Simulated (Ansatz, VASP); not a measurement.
## Two plane-wave programs on Ta

```
CELL_PARAMETERS angstrom
-1.69287 1.69287 1.59468
1.69287 -1.69287 1.59468
1.69287 1.69287 -1.59468
ATOMIC_POSITIONS crystal
Ta 0.00000 0.00000 0.00000
```

Alike in both runs: task single point; functional PBE; k mesh 20 × 20 × 20; occupations gaussian, width 0.15 eV; no spin polarisation.

|  | VASP | Ansatz |
| --- | --- | --- |
| version | VASP 6.6.1 | Ansatz 0.2.0 |
| potentials or method | VASP PAW PBE potentials, release 64 (Ta_pv), cutoff 520 eV | scalar-relativistic, plane waves, PAW |
| valence electrons in the cell | 11 | 13 |

Ansatz gave:

- gap on the k mesh at the Fermi level (eV): none
- pressure (GPa): 0.5
- traceless stress, the component that is largest in VASP (GPa): 3.88

Problem. Estimate VASP's values.

Solution. gap on the k mesh at the Fermi level (eV): none; pressure (GPa): 0.6; traceless stress, the component that is largest in VASP (GPa): 3.88.

A gap of «none» marks a metal or a gap that the smearing closes. VASP's potentials hold 11 valence electrons a cell and Ansatz's 13, so a difference there can come from the potentials and not from the codes.

Spin-orbit coupling is off throughout.
